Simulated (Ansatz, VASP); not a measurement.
## WC: VASP beside Ansatz

```
W C
1.0
     2.84717    0.00000    0.00000
    -1.42358    2.46572    0.00000
     0.00000    0.00000    2.77869
W C
1 1
Direct
  0.00000 0.00000 0.00000
  0.66667 0.33333 0.50000
```

Alike in both runs: task single point; functional PBE0; k mesh 6 × 6 × 6; occupations fermi-dirac, width 0.05 eV; no spin polarisation.

|  | VASP | Ansatz |
| --- | --- | --- |
| version | VASP 6.6.1 | Ansatz 0.2.0 |
| potentials or method | VASP PAW PBE potentials, release 64 (W_sv, C) | Ansatz PAW |
| plane-wave cutoff (eV) | 520 | 420 |
| valence electrons in the cell | 18 | 18 |

|  | VASP | Ansatz | Ansatz less VASP |
| --- | --- | --- | --- |
| gap on the k mesh at the Fermi level (eV) | none | none | - |
| pressure (GPa) | 26.1 | 25.7 | -0.42 |
| traceless stress, the component that is largest in VASP (GPa) | 0.80 | 0.63 | -0.170 |

A gap of «none» marks a metal or a gap that the smearing closes.

The k mesh is coarse, so the values compare programs but aren't converged. Neither program's run includes spin-orbit coupling.
